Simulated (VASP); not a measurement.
Write the native input for VASP 6.6.1 that does the following.

| Property | Result |
| --- | --- |
| Task | relaxation of cell and atoms |
| Functional | PBE |
| Potentials or basis | VASP PAW PBE potentials, release 64 (Ni) |
| Cutoff | 600 eV |
| k mesh | 6 × 6 × 6 |
| Occupations | fermi-dirac, width 0.05 eV |
| Spin | collinear spin, ferromagnetic start |
| Starting moments | [0.8, 0.8, 0.8, 0.8, 0.8, 0.8, 0.8, 0.8] μB |
| Dipole correction | no |
| Further INCAR settings | ALGO = Normal; EDIFF = 1e-07; IBRION = 2; EDIFFG = -0.01; NSW = 80; ISIF = 3 |

The structure of Ni lies in POSCAR:

```
Ni
1.0
    4.4398105893      0.0000000000      0.0000000000
    0.0000000000      4.4398105893      0.0000000000
    0.0000000000      0.0000000000      4.4398105893
Ni
8
Direct
    0.0000000000      0.0000000000      0.0000000000
    0.5000000000      0.5000000000      0.5000000000
    0.2500000000      0.0000000000      0.5000000000
    0.7500000000      0.0000000000      0.5000000000
    0.5000000000      0.2500000000      0.0000000000
    0.5000000000      0.7500000000      0.0000000000
    0.0000000000      0.5000000000      0.2500000000
    0.0000000000      0.5000000000      0.7500000000
```

These files were run (other wordings do the same):

INCAR

```
ALGO     = Normal         # electronic algorithm
EDIFF    = 1E-7           # SCF threshold, eV
EDIFFG   = -0.01          # ionic threshold
ENCUT    = 600            # plane-wave cutoff, eV
GGA      = PE             # functional
GGA_COMPAT= F            
IBRION   = 2              # ionic algorithm
ISIF     = 3              # what is computed and relaxed
ISMEAR   = -1             # smearing method
ISPIN    = 2              # spin polarisation
LASPH    = T              # aspherical terms in the spheres
LCHARG   = F              # write CHGCAR
LMAXMIX  = 4              # l up to which the mixer works
LORBIT   = 11             # projections on sites
LREAL    = F              # projectors in reciprocal space
LWAVE    = F              # write WAVECAR
MAGMOM   = 0.8 0.8 0.8 0.8 0.8 0.8 0.8 0.8 # initial moments
NELM     = 200            # most SCF steps
NELMIN   = 4            
NSW      = 80             # ionic steps
PREC     = Accurate       # precision mode
SIGMA    = 0.05           # smearing width, eV
```

KPOINTS

```
k-points
0
Gamma
  6 6 6
```

Potentials or basis: VASP PAW PBE potentials, release 64 (Ni).

Launch:

```sh
$ cat potpaw_PBE.64/Ni/POTCAR > POTCAR
$ mpirun -np 1 vasp_std > vasp.out
```

Results of the run:

```
Relaxed volume                                        : 11.13 Å³/atom
Relaxed cell                                          : a = 4.466 Å, b = 4.466 Å, c = 4.466 Å, α = 90.00°, β = 90.00°, γ = 90.00°
Space group after relaxing (to 0.1 Å)                 : Pm-3n (No. 223)
Energy gained by relaxing                             : 2.0 meV/atom
Ionic steps                                           : 3
Pressure after relaxing                               : 0.0 GPa
Net moment                                            : 4.53 μB per cell
Site moments                                          : Ni +0.58, +0.57 (each value once) μB
Valence electrons inside the program's atomic spheres : Ni 9.29, 9.30 (each value once)
```

Wall time 9.2 min on 1 thread of Intel(R) Xeon(R) Platinum 8259CL CPU @ 2.50GHz (Skylake/Cascade Lake), with other jobs on the host, peak memory 0.33 GiB.
